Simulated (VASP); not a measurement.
Write the native input for VASP 6.6.1 that does the following.

```
Task                   : relaxation of the atoms
Functional             : PBE
Potentials or basis    : VASP PAW PBE potentials, release 64 (Mg, Cd, Te)
Cutoff                 : 520 eV
k mesh                 : 4 × 4 × 4
Occupations            : gaussian, width 0.02 eV
Spin                   : no spin polarisation
Dipole correction      : no
Further INCAR settings : ALGO = Normal; EDIFF = 1e-06; IBRION = 2; EDIFFG = -0.01; NSW = 50
```

The structure of Mg3CdTe4 lies in POSCAR:

```
Mg3CdTe4
1.0
    6.6006954909      0.0000000000      0.0000000000
    0.0000000000      6.6006954909      0.0000000000
    0.0000000000      0.0000000000      6.6006954909
Mg Cd Te
3 1 4
Direct
    0.0000000000      0.0000000000      0.5000000000
    0.0000000000      0.5000000000      0.0000000000
    0.5000000000      0.0000000000      0.0000000000
    0.5000000000      0.5000000000      0.5000000000
    0.7531251698      0.7531251698      0.7531251698
    0.7531251698      0.2468748302      0.2468748302
    0.2468748302      0.7531251698      0.2468748302
    0.2468748302      0.2468748302      0.7531251698
```

One way to write it, as run:

INCAR

```
SYSTEM = Mg3CdTe4
PREC = Accurate ; ENCUT = 520
EDIFF = 1E-6 ; ISMEAR = 0
SIGMA = 0.02 ; LREAL = .FALSE.
LASPH = .TRUE. ; NELM = 100
ALGO = Normal ; ISIF = 2
LWAVE = .FALSE. ; LCHARG = .FALSE.
GGA = PE ; IBRION = 2
NSW = 50 ; EDIFFG = -0.01
```

KPOINTS

```
regular mesh
0
G
  4 4 4
  0 0 0
```

Potentials or basis: VASP PAW PBE potentials, release 64 (Mg, Cd, Te).

Run with:

```bash
$ cat potpaw_PBE.64/Mg/POTCAR potpaw_PBE.64/Cd/POTCAR potpaw_PBE.64/Te/POTCAR > POTCAR
$ mpirun -np 1 vasp_std > vasp.out
```

It gave:

```
Pressure after relaxing      : -0.9 GPa
Largest force after relaxing : 0.004 eV/Å
Band gap on the k mesh       : 1.66 eV
```

Caveat: the relaxation stopped at its first step, so nothing moved; spin-orbit coupling is left out, which moves the levels of the heavy elements.

Run time: 2.9 min on 1 thread of Intel Xeon 8259CL, on a shared host, peak memory 0.39 GiB.
